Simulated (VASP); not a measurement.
# Li3Ta2O (P6/mmm) in VASP: notebook, part 2 of 2

VASP 6.6.1.

**4. Relaxation of cell and atoms, PBE**

This run uses another cell than the first one, of 12.92 Å³/atom.

INCAR reads:

```
SYSTEM = Li3Ta2O
  PREC = Accurate
  ENCUT = 750
  EDIFF = 1E-7
  ISMEAR = 0
  SIGMA = 0.1
  LREAL = .FALSE.
  LASPH = .TRUE.
  NELM = 120
  ALGO = Normal
  ISIF = 3
  LWAVE = .FALSE.
  LCHARG = .FALSE.
  GGA = PE
  IBRION = 2
  NSW = 90
  EDIFFG = -0.04
  GGA_COMPAT = .FALSE.
  NELMIN = 4
```

KPOINTS reads:

```
Automatic mesh
0
G
  6 6 6
  0 0 0
```

POSCAR reads:

```
Li3Ta2O
1.0
    5.4244962900      0.0000000000      0.0000000000
   -2.7122481500      4.6977515900      0.0000000000
    0.0000000000      0.0000000000      3.0411064500
Li Ta O
3 2 1
Direct
    0.0000000000      0.5000000000      0.0000000000
    0.5000000000      0.0000000000      0.0000000000
    0.5000000000      0.5000000000      0.0000000000
    0.3333333300      0.6666666700      0.5000000000
    0.6666666700      0.3333333300      0.5000000000
    0.0000000000      0.0000000000      0.5000000000
```

Potentials or basis: VASP PAW PBE potentials, release 64 (Li_sv, Ta_pv, O).

The run is started by

```
> cat potpaw_PBE.64/Li_sv/POTCAR potpaw_PBE.64/Ta_pv/POTCAR potpaw_PBE.64/O/POTCAR > POTCAR
> mpirun -np 1 vasp_std > vasp.out
```

OUTCAR:

```text
SYSTEM = Li3Ta2O
   PREC = Accurate
   ENCUT = 750
   EDIFF = 1E-7
   ISMEAR = 0
   LREAL = .FALSE.
   LASPH = .TRUE.
   NELM = 120
   ISIF = 3
   GGA = PE
   IBRION = 2
   NSW = 90
   EDIFFG = -0.04
   NELMIN = 4

 ion  position               nearest neighbor table
   1  0.000  0.500  0.000-   4 2.18   5 2.18   4 2.18   5 2.18
   2  0.500  0.000  0.000-   4 2.18   5 2.18   4 2.18   5 2.18
   3  0.500  0.500  0.000-   4 2.18   5 2.18   4 2.18   5 2.18
   4  0.333  0.667  0.500-   1 2.18   1 2.18   2 2.18   2 2.18   3 2.18   3 2.18   5 3.13   5 3.13
                             5 3.13
   5  0.667  0.333  0.500-   1 2.18   1 2.18   2 2.18   2 2.18   3 2.18   3 2.18   4 3.13   4 3.13
                             4 3.13
   6  0.000  0.000  0.500-

  LATTYP: Found a hexagonal cell.
 ALAT       =     5.4244962900
 C/A-ratio  =     0.5606246714

  Lattice vectors:

 A1 = (   5.4244962900,   0.0000000000,   0.0000000000)
 A2 = (  -2.7122481500,   4.6977515900,   0.0000000000)
 A3 = (   0.0000000000,   0.0000000000,   3.0411064500)

Analysis of symmetry for initial positions (statically):
=====================================================================
 Subroutine PRICEL returns:
 Original cell was already a primitive cell.

 Routine SETGRP: Setting up the symmetry group for a
 hexagonal supercell.

 Subroutine GETGRP returns: Found 24 space group operations
 (whereof 24 operations were pure point group operations)
 out of a pool of 24 trial point group operations.

The static configuration has the point symmetry D_6h.

Analysis of symmetry for dynamics (positions and initial velocities):
=====================================================================
 Subroutine PRICEL returns:
 Original cell was already a primitive cell.

 Routine SETGRP: Setting up the symmetry group for a
 hexagonal supercell.

 Subroutine GETGRP returns: Found 24 space group operations
 (whereof 24 operations were pure point group operations)
 out of a pool of 24 trial point group operations.

The dynamic configuration has the point symmetry D_6h.

 Subroutine INISYM returns: Found 24 space group operations
 (whereof 24 operations are pure point group operations),
 and found     1 'primitive' translations

[... 106 lines left out ...]
   IBRION =      2    ionic relax: 0-MD 1-quasi-New 2-CG
   NFREE  =      1    steps in history (QN), initial steepest desc. (CG)
   ISIF   =      3    stress and relaxation
   ISYM   =      2    0-nonsym 1-usesym 2-fastsym
   POTIM  = 0.5000    time-step for ionic-motion
   TEBEG  =    0.0;   TEEND  =   0.0 temperature during run
   PSTRESS=    0.0 pullay stress
   NELECT =      37.0000    total number of electrons
   NUPDOWN=      -1.0000    fix difference up-down
   EMIN   =  10.00;   EMAX   =-10.00  energy-range for DOS
   EFERMI =   0.00;   METHOD = LEGACY
   ISMEAR =     0;   SIGMA  =   0.10  broadening in eV -4-tet -1-fermi 0-gaus
   EFERMI_NEDOS =   21; number of points for ismear=-14 and -15
   IALGO  =     38    algorithm
   IMIX   =      4    mixing-type and parameters
     AMIX     =   0.40;   BMIX     =  1.00
     AMIX_MAG =   1.60;   BMIX_MAG =  1.00
  volume/ion in A,a.u.               =      12.92        87.16
  Fermi-wavevector in a.u.,A,eV,Ry     =   1.279524  2.417949 22.275203  1.637181
  Thomas-Fermi vector in A             =   2.412004
   LORBIT       =      0    0 simple, 1 ext, 2 COOP (PROOUT), +10 PAW based schemes
   GGA     = PE    functional components
   LHFCALC =     F    Hartree Fock is set to
   AEXX    =    0.0000 exact exchange contribution
   IVDW    =     0    specifies the selected vdW correction
   LEPSILON=     F    determine dielectric tensor
   LRPA    =     F    only Hartree local field effects (RPA)
 conjugate gradient relaxation of ions
 non-spin polarized calculation
 Gauss-broadening in eV      SIGMA  =   0.10
  energy-cutoff  :      750.00
  volume of cell :       77.50
 maximum number of plane-waves:      3638
   NGX = 25   NGY = 25   NGZ = 13

--------------------------------------- Ionic step        1  -------------------------------------------

 number of electron      37.0000003 magnetization

 Free energy of the ion-electron system (eV)
  ---------------------------------------------------
  ext. energy  EPLUGINS =         0.00000000
  ---------------------------------------------------
  free energy    TOTEN  =       -19.87824505 eV

  energy without entropy =      -19.83090111  energy(sigma->0) =      -19.85457308

 E-fermi :   3.1205     XC(G=0): -10.6135

 val. band max:        3.1181874966   @ k =   0.1667   0.0000   0.3333
 cond. band min:       3.1425250552   @ k =   0.5000   0.0000   0.3333
 fundamental gap:      0.0243375586
 Fermi energy:         3.1205483190
[... 1323 lines left out ...]
     21       1.8736      0.00000
     22       2.3381      0.00000

 [... further k-points ...]

[... ionic steps 4 to 8 ...]

--------------------------------------- Ionic step        9  -------------------------------------------

 number of electron      36.9999953 magnetization

------------------------ aborting loop because EDIFF is reached ----------------------------------------
[... 75 lines left out ...]
--------------------------------------- Ionic step       11  -------------------------------------------

 number of electron      37.0000049 magnetization

 Free energy of the ion-electron system (eV)
  ---------------------------------------------------
  ext. energy  EPLUGINS =         0.00000000
  ---------------------------------------------------
  free energy    TOTEN  =       -29.29425622 eV

  energy without entropy =      -29.27165050  energy(sigma->0) =      -29.28295336

 E-fermi :   2.8568     XC(G=0):  -9.8847

 val. band max:        2.8131609104   @ k =   0.3333   0.3333   0.1667
 cond. band min:       2.8603897181   @ k =   0.3333   0.0000   0.5000
 fundamental gap:      0.0472288077
 Fermi energy:         2.8567818488
[... 633 lines left out ...]
  FREE ENERGIE OF THE ION-ELECTRON SYSTEM (eV)
  ---------------------------------------------------
  free  energy   TOTEN  =       -29.2942562156 eV

  energy  without entropy=      -29.2716505033  energy(sigma->0) =      -29.28295336

 reached required accuracy - stopping structural energy minimisation
```

OSZICAR:

```text
N       E                     dE             d eps       ncg     rms          rms(c)
DAV:   1     0.389834395455E+03    0.38983E+03   -0.24251E+04  1232   0.231E+03
DAV:   2     0.142373527566E+02   -0.37560E+03   -0.37003E+03  1352   0.562E+02
DAV:   3    -0.171160395240E+02   -0.31353E+02   -0.30484E+02  2066   0.108E+02
[... 187 lines left out ...]
DAV:   4    -0.292942349418E+02    0.11569E-02   -0.46585E-03  1530   0.296E-01    0.127E-01
DAV:   5    -0.292942475381E+02   -0.12596E-04   -0.10698E-03  1594   0.189E-01    0.332E-02
DAV:   6    -0.292942516885E+02   -0.41504E-05   -0.24266E-04  1836   0.712E-02    0.234E-02
DAV:   7    -0.292942547963E+02   -0.31078E-05   -0.78376E-06  1616   0.158E-02    0.111E-02
DAV:   8    -0.292942562946E+02   -0.14983E-05   -0.15113E-06  1606   0.936E-03    0.133E-03
DAV:   9    -0.292942562156E+02    0.79001E-07   -0.15409E-07   910   0.282E-03
  11 F= -.29294256E+02 E0= -.29282953E+02  d E =-.110746E+00
```

Wall time 25 min (1 thread of Oxide Virtual Turin-like, shared host); peak memory 0.28 GiB.

What came out:

```yaml
Free_energy: -29.2943 eV
Relaxed_volume: 15.32 Å³/atom
Relaxed_cell: a = 4.685 Å, b = 4.685 Å, c = 4.837 Å, α = 90.00°, β = 90.00°, γ = 120.00°
Space_group_after_relaxing_to_0.1_Å: P6/mmm (No. 191)
Energy_gained_by_relaxing: 1569.3 meV/atom
Ionic_steps: 11
Pressure_after_relaxing: -0.1 GPa
Band_gap_on_the_k_mesh: zero (an odd number of electrons rules out a gap without spin polarisation)
```

The path:
| step | energy change (eV) | largest force (eV/Å) | pressure (GPa) | volume (Å³) |
| --- | --- | --- | --- | --- |
| 1 | 0.0000 | 0.0000 | 30.02 | 77.50 |
| 2 | -3.8415 | 0.0000 | 1.12 | 107.45 |
| 3 | -4.1852 | 0.0000 | -4.31 | 121.97 |
| 4 | -4.1827 | 0.0000 | -5.39 | 126.10 |
| 5 | -6.4316 | 0.0000 | -9.89 | 125.55 |
| 6 | -5.2699 | 0.0000 | -11.37 | 107.85 |
| 7 | -7.6482 | 0.0000 | -12.95 | 122.76 |
| 8 | -9.3003 | 0.0000 | -4.18 | 96.19 |
| 9 | -9.3053 | 0.0000 | -3.39 | 95.09 |
| 10 | -9.4129 | 0.0000 | 0.43 | 91.44 |
| 11 | -9.4160 | 0.0000 | -0.15 | 91.95 |

Final structure:
```
Li Ta O
1.0
     4.68505    0.00000    0.00000
    -2.34252    4.05737    0.00000
     0.00000    0.00000    4.83710
Li Ta O
3 2 1
Direct
  0.00000 0.50000 0.00000
  0.50000 0.00000 0.00000
  0.50000 0.50000 0.00000
  0.33333 0.66667 0.50000
  0.66667 0.33333 0.50000
  0.00000 0.00000 0.50000
```

Levels at points of the mesh, in eV from the Fermi level:
| k point | band 15 | band 16 | band 17 | band 18 | band 19 | band 20 | band 21 | band 22 |
| --- | --- | --- | --- | --- | --- | --- | --- | --- |
| (0.00, 0.00, 0.00) | -1.01 | -0.94 | -0.56 | -0.56 | 0.70 | 0.70 | 1.51 | 2.74 |
| (0.50, 0.00, 0.00) | -1.87 | -1.09 | -1.07 | -0.09 | 0.19 | 0.33 | 0.94 | 0.97 |
| (0.00, 0.00, 0.50) | -0.41 | -0.41 | -0.36 | -0.11 | 0.60 | 0.60 | 1.27 | 1.59 |
| (0.50, 0.00, 0.50) | -1.16 | -0.83 | -0.70 | -0.18 | -0.15 | 0.25 | 1.12 | 1.67 |

Caveat: the volume moved by over 15 % at a fixed basis, so the end points are rough; spin-orbit coupling is left out, which moves the levels of the heavy elements.

**5. Summary**

```tsv
task	cell	k mesh	gap on the mesh (eV)	pressure (GPa)
single point	a = 4.641, b = 4.641, c = 5.196 Å, angles 90.0, 90.0, 120.0°, 6 atoms	6 × 6 × 6	none	0.0
single point	a = 4.650, b = 4.650, c = 5.201 Å, angles 90.0, 90.0, 120.0°, 6 atoms	12 × 12 × 8	none	-0.1
relaxation of cell and atoms	relaxed from a = 5.424, b = 5.424, c = 3.041 Å, angles 90.0, 90.0, 120.0°, 6 atoms	6 × 6 × 6	none	-0.1
```

Alike in all rows: level PBE; potentials or basis VASP PAW PBE potentials, release 64 (Li_sv, Ta_pv, O); no spin polarisation; cutoff (eV) 750; smearing gaussian 0.1 eV.

Caveats: spin-orbit coupling is left out, which moves the levels of the heavy elements; the volume moved by over 15 % at a fixed basis, so the end points are rough (at least some runs).

Absolute energies hang on the potentials; compare differences alone.

The gap in the log of VASP goes by the Fermi energy; the results here count the filled bands.